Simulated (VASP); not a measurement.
Here is a VASP 6.6.1 calculation.

INCAR

```
SYSTEM = CdS
ALGO     = Normal         ! electronic algorithm
EDIFF    = 1E-6           ! SCF threshold, eV
ENCUT    = 520            ! plane-wave cutoff, eV
GGA      = PE             ! functional
ISIF     = 2              ! what is computed and relaxed
ISMEAR   = -1             ! smearing method
LASPH    = .True.         ! aspherical terms in the spheres
LCHARG   = .False.        ! write CHGCAR
LREAL    = .False.        ! projectors in reciprocal space
LWAVE    = .False.        ! write WAVECAR
NBANDS   = 26             ! bands
NELM     = 60             ! most SCF steps
PREC     = Accurate       ! precision mode
SIGMA    = 0.01           ! smearing width, eV
```

The input KPOINTS:

```
k-points
0
Gamma
  7 7 4
  0 0 0
```

POSCAR

```
CdS
1.0
    4.1347992034      0.0000000000      0.0000000000
   -2.0673996017      3.5808411497      0.0000000000
    0.0000000000      0.0000000000      6.6815100000
Cd S
2 2
Direct
    0.3333333333      0.6666666667      0.0000000000
    0.6666666667      0.3333333333      0.5000000000
    0.3333333333      0.6666666667      0.3850000000
    0.6666666667      0.3333333333      0.8850000000
```

Potentials or basis: VASP PAW PBE potentials, release 64 (Cd, S).

The run is started by

```bash
$ cat potpaw_PBE.64/Cd/POTCAR potpaw_PBE.64/S/POTCAR > POTCAR
$ mpirun -np 1 vasp_std > vasp.out
```

Task: What does it give for the largest force?

Result: 0.209 eV/Å.

Task: Estimate the band gap on the k mesh.

Result: 1.26 eV.

Forces in eV/Å, atoms in the order of the input:
```
Cd   0.000  0.000  0.209
Cd   0.000  0.000  0.209
S    0.000  0.000 -0.209
S    0.000  0.000 -0.209
```

Caveat: the cell differs from its parent crystal (zz strain of -1 %).
